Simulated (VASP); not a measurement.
Write the native input for VASP 6.6.1 that does the following.

* Task: single point
* Functional: PBEsol
* Potentials or basis: VASP PAW PBE potentials, release 64 (In_d, Se)
* Cutoff: 520 eV
* k mesh: 7 × 7 × 6
* Occupations: fermi-dirac, width 0.02 eV
* Spin: no spin polarisation
* Dipole correction: no
* Further INCAR settings: ALGO = Normal; EDIFF = 1e-07; NBANDS = 27

The structure of InSe lies in POSCAR:

```
InSe
1.0
    5.8482774374     -2.0481270390      0.0000000000
    5.8482774374      2.0481270390      0.0000000000
   -1.5940664399      0.0000000000      4.3091959091
In Se
2 2
Direct
    0.8840000000      0.8840000000      0.0050000000
    0.1160000000      0.1160000000      0.9950000000
    0.6600000000      0.6600000000      0.6420000000
    0.3400000000      0.3400000000      0.3580000000
```

One way to write it, as run:

INCAR

```
SYSTEM = InSe
ALGO     = Normal         ! electronic algorithm
EDIFF    = 1E-7           ! SCF threshold, eV
ENCUT    = 520            ! plane-wave cutoff, eV
GGA      = PS             ! functional
ISIF     = 2              ! what is computed and relaxed
ISMEAR   = -1             ! smearing method
LASPH    = .True.         ! aspherical terms in the spheres
LCHARG   = .False.        ! write CHGCAR
LREAL    = .False.        ! projectors in reciprocal space
LWAVE    = .False.        ! write WAVECAR
NBANDS   = 27             ! bands
NELM     = 80             ! most SCF steps
PREC     = Accurate       ! precision mode
SIGMA    = 0.02           ! smearing width, eV
```

KPOINTS

```
k-points
0
Gamma
  7 7 6
  0 0 0
```

Potentials or basis: VASP PAW PBE potentials, release 64 (In_d, Se).

Command:

```bash
$ cat potpaw_PBE.64/In_d/POTCAR potpaw_PBE.64/Se/POTCAR > POTCAR
$ mpirun -np 1 vasp_std > vasp.out
```

It gave:

- Pressure: 0.5 GPa
- Largest force: 0.737 eV/Å
- Band gap on the k mesh: 0.91 eV (least direct gap 1.28 eV)

Caveat: the PAW data sets were made with another functional, which shifts forces and pressure a little; spin-orbit coupling is left out, which moves the levels of the heavy elements; an odd mesh through Γ misses points on the zone boundary, where band edges can lie.

Run time: 2.4 min on 1 thread of AMD EPYC 9R45 96-Core Processor (Zen 5) (shared host), peak memory 0.38 GiB.
